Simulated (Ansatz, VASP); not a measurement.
## GaS3: VASP beside Ansatz

```
CELL_PARAMETERS angstrom
5.90398 0.00000 0.00000
-2.95199 5.11299 0.00000
0.00000 0.00000 6.10746
ATOMIC_POSITIONS crystal
Ga 0.66667 0.33333 0.00000
Ga 0.33333 0.66667 0.00000
S 0.64304 0.64304 0.77807
S 0.35696 0.35696 0.22193
S 0.00000 0.35696 0.77807
S 0.35696 0.00000 0.77807
S 0.64304 0.00000 0.22193
S 0.00000 0.64304 0.22193
```

Change from the starting cell: species swapped into the TiCl3 type (P-31m, No. 162).

Alike in both runs: task relaxation of cell and atoms; functional PBE; k mesh 3 × 3 × 4; occupations gaussian, width 0.1 eV; no spin polarisation.

|  | VASP | Ansatz |
| --- | --- | --- |
| version | VASP 6.6.1 | Ansatz 0.2.0 |
| potentials or method | VASP PAW PBE potentials, release 64 (Ga_d, S), cutoff 600 eV | scalar-relativistic, plane waves, PAW |
| valence electrons in the cell | 62 | 62 |

|  | VASP | Ansatz | Ansatz less VASP |
| --- | --- | --- | --- |
| gap on the k mesh at the Fermi level, each at its own relaxed structure (eV) | none | none | - |
| relaxed volume (Å³/atom) | 21.60 | 22.28 | +0.683 |
| relaxed cell length with the largest relative difference (Å) | 7.344 | 7.579 | +0.2355 |

A gap of «none» marks a metal or a gap that the smearing closes.

The k mesh is coarse, so the values compare programs but aren't converged.
